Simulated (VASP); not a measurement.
# ZnS (NiAs type) (P6_3/mmc) in VASP: notebook

ZnS (NiAs type) is run at these levels: PBE; tasks: single point.

Program: VASP 6.6.1. These are calculated values, not measurements. Logs are shortened: lines on timing, memory, paths and dates and some standing lists are left out, and cuts for length are marked.

## 1. The cell of the first run

It takes space group P6_3/mmc (No. 194, hexagonal). The conventional cell has a = 3.179 Å, b = 3.179 Å, c = 5.375 Å, α = 90.00°, β = 90.00°, γ = 120.00°. Zn (site symmetry -3m) has 6 S at 2.27 Å and 2 Zn at 2.69 Å within 3.0 Å. Within 3.0 Å of S (site symmetry -6m2) lie 6 Zn at 2.27 Å.

## 2. Single point, PBE

The input, INCAR:

```
SYSTEM = ZnS
ALGO = Normal
EDIFF = 1E-6
ENCUT = 520
GGA = PE
ISIF = 2
ISMEAR = -1
LASPH = .TRUE.
LCHARG = .FALSE.
LREAL = .FALSE.
LWAVE = .FALSE.
NBANDS = 26
NELM = 100
PREC = Accurate
SIGMA = 0.08
```

The input, KPOINTS:

```
k-points
0
G
  12 12 7
  0 0 0
```

The input, POSCAR:

```
ZnS
1.0
    3.1793361301      0.0000000000      0.0000000000
   -1.5896680650      2.7533858558      0.0000000000
    0.0000000000      0.0000000000      5.3745188919
Zn S
2 2
Direct
    0.0000000000      0.0000000000      0.0000000000
    0.0000000000      0.0000000000      0.5000000000
    0.3333333333      0.6666666667      0.2500000000
    0.6666666667      0.3333333333      0.7500000000
```

Potentials or basis: VASP PAW PBE potentials, release 64 (Zn, S).

The run is started by

```console
$ cat potpaw_PBE.64/Zn/POTCAR potpaw_PBE.64/S/POTCAR > POTCAR
$ mpirun -np 1 vasp_std > vasp.out
```

OUTCAR:

```text
SYSTEM = ZnS
   EDIFF = 1E-6
   ENCUT = 520
   GGA = PE
   ISIF = 2
   ISMEAR = -1
   LASPH = .TRUE.
   LREAL = .FALSE.
   NELM = 100
   PREC = Accurate

 ion  position               nearest neighbor table
   1  0.000  0.000  0.000-   3 2.27   4 2.27   3 2.27   4 2.27   4 2.27   3 2.27   2 2.69   2 2.69

   2  0.000  0.000  0.500-   3 2.27   4 2.27   3 2.27   4 2.27   4 2.27   3 2.27   1 2.69   1 2.69

   3  0.333  0.667  0.250-   1 2.27   2 2.27   1 2.27   2 2.27   1 2.27   2 2.27
   4  0.667  0.333  0.750-   1 2.27   2 2.27   1 2.27   2 2.27   1 2.27   2 2.27

  LATTYP: Found a hexagonal cell.
 ALAT       =     3.1793361301
 C/A-ratio  =     1.6904531864

  Lattice vectors:

 A1 = (   3.1793361301,   0.0000000000,   0.0000000000)
 A2 = (  -1.5896680650,   2.7533858558,   0.0000000000)
 A3 = (   0.0000000000,   0.0000000000,   5.3745188919)

Analysis of symmetry for initial positions (statically):
=====================================================================
 Subroutine PRICEL returns:
 Original cell was already a primitive cell.

 Routine SETGRP: Setting up the symmetry group for a
 hexagonal supercell.

 Subroutine GETGRP returns: Found 24 space group operations
 (whereof 12 operations were pure point group operations)
 out of a pool of 24 trial point group operations.

The static configuration has the point symmetry D_3d.
 The point group associated with its full space group is D_6h.

Analysis of symmetry for dynamics (positions and initial velocities):
=====================================================================
 Subroutine PRICEL returns:
 Original cell was already a primitive cell.

 Routine SETGRP: Setting up the symmetry group for a
 hexagonal supercell.

 Subroutine GETGRP returns: Found 24 space group operations
 (whereof 12 operations were pure point group operations)
 out of a pool of 24 trial point group operations.

The dynamic configuration has the point symmetry D_3d.
 The point group associated with its full space group is D_6h.

 Subroutine INISYM returns: Found 24 space group operations
 (whereof 12 operations are pure point group operations),
 and found     1 'primitive' translations

----------------------------------------------------------------------------------------

                                     Primitive cell

  volume of cell :      47.0482

  direct lattice vectors                    reciprocal lattice vectors
     3.179336130  0.000000000  0.000000000     0.314531072  0.181594599  0.000000000
    -1.589668065  2.753385856  0.000000000     0.000000000  0.363189198  0.000000000
     0.000000000  0.000000000  5.374518892     0.000000000  0.000000000  0.186063166

  length of vectors
     3.179336130  3.179336130  5.374518892     0.363189198  0.363189198  0.186063166

  position of ions in fractional coordinates (direct lattice)
     0.000000000  0.000000000  0.000000000
     0.000000000  0.000000000  0.500000000
     0.333333333  0.666666667  0.250000000
     0.666666667  0.333333333  0.750000000

  ion indices of the primitive-cell ions
   primitive index   ion index
                 1           1
                 2           2
                 3           3
                 4           4

----------------------------------------------------------------------------------------

 KPOINTS: k-points

Automatic generation of k-mesh.
 Grid dimensions read from file:
 generate k-points for:   12   12    7

 Generating k-lattice:

  Cartesian coordinates                     Fractional coordinates (reciprocal lattice)
     0.026210923  0.015132883  0.000000000     0.083333333 -0.000000000  0.000000000
     0.000000000  0.030265766  0.000000000     0.000000000  0.083333333  0.000000000
     0.000000000  0.000000000  0.026580452     0.000000000  0.000000000  0.142857143

  Length of vectors
     0.030265766  0.030265766  0.026580452

  Shift w.r.t. Gamma in fractional coordinates (k-lattice)
     0.000000000  0.000000000  0.000000000

 Subroutine IBZKPT returns following result:
 ===========================================

 Found     76 irreducible k-points:

 Following reciprocal coordinates:
            Coordinates               Weight
  0.000000  0.000000  0.000000      1.000000
  0.083333 -0.000000  0.000000      6.000000
  0.166667 -0.000000  0.000000      6.000000
  0.250000 -0.000000  0.000000      6.000000
  0.333333 -0.000000  0.000000      6.000000
  0.416667 -0.000000  0.000000      6.000000
[... 16 lines left out ...]
  0.250000 -0.000000  0.142857     12.000000
  0.333333 -0.000000  0.142857     12.000000
 [... further k-points ...]
   k-points           NKPTS =     76   k-points in BZ     NKDIM =     76   number of bands    NBANDS=     26
   number of dos      NEDOS =    301   number of ions     NIONS =      4
   total plane-waves  NPLWV =  23040
   dimension x,y,z NGX =    24 NGY =   24 NGZ =   40
   dimension x,y,z NGXF=    48 NGYF=   48 NGZF=   80
   ions per type =               2   2
   NGX,Y,Z   is equivalent  to a cutoff of  12.55, 12.55, 12.37 a.u.
   NGXF,Y,Z  is equivalent  to a cutoff of  25.10, 25.10, 24.75 a.u.
 SYSTEM =  ZnS
   PREC   = accura    normal or accurate (medium, high low for compatibility)
   ISTART =      0    job   : 0-new  1-cont  2-samecut
   ICHARG =      2    charge: 1-file 2-atom 10-const
   ISPIN  =      1    spin polarized calculation?
   LNONCOLLINEAR =      F non collinear calculations
   LSORBIT =      F    spin-orbit coupling
   LASPH  =      T    aspherical Exc in radial PAW
   ENCUT  =  520.0 eV  38.22 Ry    6.18 a.u.   5.91  5.91  9.99*2*pi/ulx,y,z
   NELM   =    100;   NELMIN=  2; NELMDL= -5     # of ELM steps
   EDIFF  = 0.1E-05   stopping-criterion for ELM
   LREAL  =      F    real-space projection
   EDIFFG = 0.1E-04   stopping-criterion for IOM
   NSW    =      0    number of steps for IOM
   IBRION =     -1    ionic relax: 0-MD 1-quasi-New 2-CG
   NFREE  =      0    steps in history (QN), initial steepest desc. (CG)
   ISIF   =      2    stress and relaxation
   ISYM   =      2    0-nonsym 1-usesym 2-fastsym
   POTIM  = 0.5000    time-step for ionic-motion
   TEBEG  =    0.0;   TEEND  =   0.0 temperature during run
   PSTRESS=    0.0 pullay stress
   NELECT =      36.0000    total number of electrons
   NUPDOWN=      -1.0000    fix difference up-down
   EMIN   =  10.00;   EMAX   =-10.00  energy-range for DOS
   EFERMI =   0.00;   METHOD = LEGACY
   ISMEAR =    -1;   SIGMA  =   0.08  broadening in eV -4-tet -1-fermi 0-gaus
   EFERMI_NEDOS =   21; number of points for ismear=-14 and -15
   IALGO  =     38    algorithm
   IMIX   =      4    mixing-type and parameters
     AMIX     =   0.40;   BMIX     =  1.00
     AMIX_MAG =   1.60;   BMIX_MAG =  1.00
  volume/ion in A,a.u.               =      11.76        79.37
  Fermi-wavevector in a.u.,A,eV,Ry     =   1.497366  2.829611 30.505688  2.242105
  Thomas-Fermi vector in A             =   2.609263
   LORBIT       =      0    0 simple, 1 ext, 2 COOP (PROOUT), +10 PAW based schemes
   GGA     = PE    functional components
   LHFCALC =     F    Hartree Fock is set to
   AEXX    =    0.0000 exact exchange contribution
   IVDW    =     0    specifies the selected vdW correction
   LEPSILON=     F    determine dielectric tensor
   LRPA    =     F    only Hartree local field effects (RPA)
 non-spin polarized calculation
  energy-cutoff  :      520.00
  volume of cell :       47.05
 maximum number of plane-waves:      1285
 NGX is ok and might be reduce to    24
   NGX = 11   NGY = 11   NGZ = 19

 number of electron      35.9999988 magnetization

 Free energy of the ion-electron system (eV)
  ---------------------------------------------------
  ext. energy  EPLUGINS =         0.00000000
  ---------------------------------------------------
  free energy    TOTEN  =        -9.18611796 eV

  energy without entropy =       -9.18047383  energy(sigma->0) =       -9.18329590

 E-fermi :   8.4394     XC(G=0): -12.5637

 val. band max:        8.3470977072   @ k =   0.1667  -0.0000   0.0000
 cond. band min:       8.4736578485   @ k =   0.3333   0.2500   0.0000
 fundamental gap:      0.1265601413
 Fermi energy:         8.4394496791

 k-point     1 :       0.0000    0.0000    0.0000
  band No.  band energies     occupation
      1      -9.0635      2.00000
      2      -6.2659      2.00000
      3      -2.0094      2.00000
      4      -0.1657      2.00000
      5      -0.1657      2.00000
      6       0.0357      2.00000
[... 18 lines left out ...]
     25      18.0884      0.00000
     26      18.1177      0.00000

 k-point     2 :       0.0833   -0.0000    0.0000
  band No.  band energies     occupation
      1      -8.9489      2.00000
      2      -6.2143      2.00000
      3      -1.8871      2.00000
      4      -0.1558      2.00000
      5      -0.1504      2.00000
      6       0.0371      2.00000
[... 18 lines left out ...]
     25      17.1148      0.00000
     26      17.1198      0.00000

 k-point     3 :       0.1667   -0.0000    0.0000
  band No.  band energies     occupation
      1      -8.6107      2.00000
      2      -6.0715      2.00000
      3      -1.5320      2.00000
      4      -0.1401      2.00000
      5      -0.1046      2.00000
      6       0.0247      2.00000
[... 18 lines left out ...]
     25      16.2036      0.00000
     26      17.7278      0.00000

 k-point     4 :       0.2500   -0.0000    0.0000
  band No.  band energies     occupation
      1      -8.0688      2.00000
      2      -5.8767      2.00000
      3      -0.9988      2.00000
      4      -0.1474      2.00000
      5      -0.1336      2.00000
      6      -0.0264      2.00000
[... 18 lines left out ...]
     25      17.3254      0.00000
     26      17.8179      0.00000
[... 496 lines left out ...]
      1      -8.5270      2.00000
      2      -6.2876      2.00000
      3      -1.3065      2.00000
      4      -0.1048      2.00000
      5      -0.0503      2.00000
      6       0.0524      2.00000
[... 18 lines left out ...]
     25      16.4273      0.00000
     26      17.4558      0.00000

 k-point    23 :       0.2500   -0.0000    0.1429
  band No.  band energies     occupation
      1      -7.9911      2.00000
      2      -6.0421      2.00000
      3      -0.9348      2.00000
      4      -0.1319      2.00000
      5      -0.1111      2.00000
      6       0.0398      2.00000
[... 18 lines left out ...]
     25      17.8300      0.00000
     26      18.0687      0.00000

 k-point    24 :       0.3333   -0.0000    0.1429
  band No.  band energies     occupation
      1      -7.3012      2.00000
      2      -5.8086      2.00000
      3      -0.7060      2.00000
      4      -0.6074      2.00000
      5      -0.1451      2.00000
      6       0.0560      2.00000
[... 18 lines left out ...]
     25      18.9496      0.00000
     26      19.6560      0.00000

 [... further k-points ...]
[... 5 lines left out ...]
  --------------------------------------------------------------------------------------
  -------------------------------------------------------------------------------------
  Total       20.1766411     20.1766411     20.1820929      0.0000000      0.0000000     -0.0000000
  in kB      687.0942843    687.0942843    687.2799398      0.0000000      0.0000000     -0.0000000
  external PRESSURE =     687.1561694 kB  Pullay stress =       0.0000000 kB

 VOLUME and BASIS-vectors are now :
 -----------------------------------------------------------------------------
  energy-cutoff  :      520.00
  volume of cell :       47.05
      direct lattice vectors                 reciprocal lattice vectors
     3.179336130  0.000000000  0.000000000     0.314531072  0.181594599  0.000000000
    -1.589668065  2.753385856  0.000000000     0.000000000  0.363189198  0.000000000
     0.000000000  0.000000000  5.374518892     0.000000000  0.000000000  0.186063166

 POSITION                                       TOTAL-FORCE (eV/Angst)
 -----------------------------------------------------------------------------------
      0.00000      0.00000      0.00000         0.000000      0.000000      0.000000
      0.00000      0.00000      2.68726         0.000000      0.000000      0.000000
     -0.00000      1.83559      1.34363        -0.000000      0.000000      0.000000
      1.58967      0.91780      4.03089         0.000000     -0.000000     -0.000000
 -----------------------------------------------------------------------------------
    total drift:                               -0.000000      0.000000      0.000000

  FREE ENERGIE OF THE ION-ELECTRON SYSTEM (eV)
  ---------------------------------------------------
  free  energy   TOTEN  =        -9.1861179601 eV

  energy  without entropy=       -9.1804738324  energy(sigma->0) =       -9.18329590
```

Run time: 45 s. Hardware: 1 thread of Intel Xeon 6975P-C, shared host; peak memory 0.21 GiB.

What came out:

```yaml
Free_energy: -9.1861 eV
Pressure: 68.7 GPa
Band_gap_on_the_k_mesh: zero (band 18 reaches 8.35 eV, above the bottom of band 19 at 8.05 eV)
```

## 3. Single point, PBE

The input, INCAR:

```
  ALGO = Normal
  EDIFF = 1E-6
  ENCUT = 520
  GGA = PE
  ISIF = 2
  ISMEAR = -1
  LASPH = T
  LCHARG = T
  LELF = T
  LREAL = F
  LVHAR = T
  LWAVE = F
  NBANDS = 26
  NELM = 80
  PREC = Accurate
  SIGMA = 0.08
```

The input, KPOINTS:

```
k-points
0
Gamma
  12 12 7
```

Changes to POSCAR since step 2:

```diff
@@ -4,3 +4,3 @@
    -1.5896680650      2.7533858558      0.0000000000
-    0.0000000000      0.0000000000      5.3745188919
+    0.0000000000      0.0000000000      5.3745188918
 Zn S
```

Potentials or basis: VASP PAW PBE potentials, release 64 (Zn, S).

The run is started by

```console
$ cat potpaw_PBE.64/Zn/POTCAR potpaw_PBE.64/S/POTCAR > POTCAR
$ mpirun -np 1 vasp_std > vasp.out
```

It took 42 s on 1 thread of Intel Xeon 6975P-C, shared host; peak memory 0.21 GiB.

Results (log left out):

| Item | Value |
| --- | --- |
| Free energy | -9.1861 eV |
| Pressure | 68.7 GPa |
| Band gap on the k mesh | zero (band 18 reaches 8.35 eV, above the bottom of band 19 at 8.05 eV) |

Levels at points of the mesh, in eV from the Fermi level:
| k point | band 15 | band 16 | band 17 | band 18 | band 19 | band 20 | band 21 | band 22 |
| --- | --- | --- | --- | --- | --- | --- | --- | --- |
| (0.00, 0.00, 0.00) | -1.38 | -1.38 | -0.14 | -0.14 | 3.76 | 4.35 | 6.24 | 6.24 |
| (0.50, 0.00, 0.00) | -5.42 | -4.22 | -3.14 | -0.26 | 3.00 | 3.01 | 3.70 | 4.82 |
